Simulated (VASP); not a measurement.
Input of a VASP 6.6.1 run:

INCAR

```
SYSTEM = AsRu
ALGO     = Normal         ! electronic algorithm
EDIFF    = 1E-6           ! SCF threshold, eV
ENCUT    = 500            ! plane-wave cutoff, eV
GGA      = CA             ! functional
GGA_COMPAT= .False.      
ISIF     = 2              ! what is computed and relaxed
ISMEAR   = -1             ! smearing method
LASPH    = .True.         ! aspherical terms in the spheres
LCHARG   = .True.         ! write CHGCAR
LELF     = .True.         ! ELF
LREAL    = .False.        ! projectors in reciprocal space
LVHAR    = .True.       
LWAVE    = .False.        ! write WAVECAR
NBANDS   = 27             ! bands
NELM     = 120            ! most SCF steps
PREC     = Accurate       ! precision mode
SIGMA    = 0.08           ! smearing width, eV
```

KPOINTS

```
k-points
0
Gamma
  9 9 5
  0 0 0
```

File POSCAR:

```
AsRu
1.0
    2.8051648851      0.0000000000      0.0000000000
   -1.4025824425      2.4293440523      0.0000000000
    0.0000000000      0.0000000000      8.0798964365
Ru As
2 2
Direct
    0.3333333333      0.6666666667      0.0437809654
    0.6666666667      0.3333333333      0.5437809654
    0.3333333333      0.6666666667      0.3322190346
    0.6666666667      0.3333333333      0.8322190346
```

Potentials or basis: VASP PAW LDA potentials, release 64 (Ru_pv, As).

Launch:

```console
$ cat potpaw_LDA.64/Ru_pv/POTCAR potpaw_LDA.64/As/POTCAR > POTCAR
$ mpirun -np 1 vasp_std > vasp.out
```

Question: Predict the band gap on the k mesh.

Answer: Zero (bands 19 and 20 overlap by 2.09 eV).

Question: Estimate the largest force.

Answer: 0.094 eV/Å.

Stress tensor (GPa, compression positive):
```
26.29  0.00  0.00
 0.00 26.29  0.00
 0.00  0.00 26.76
```

Caveat: the cell stands under pressure.
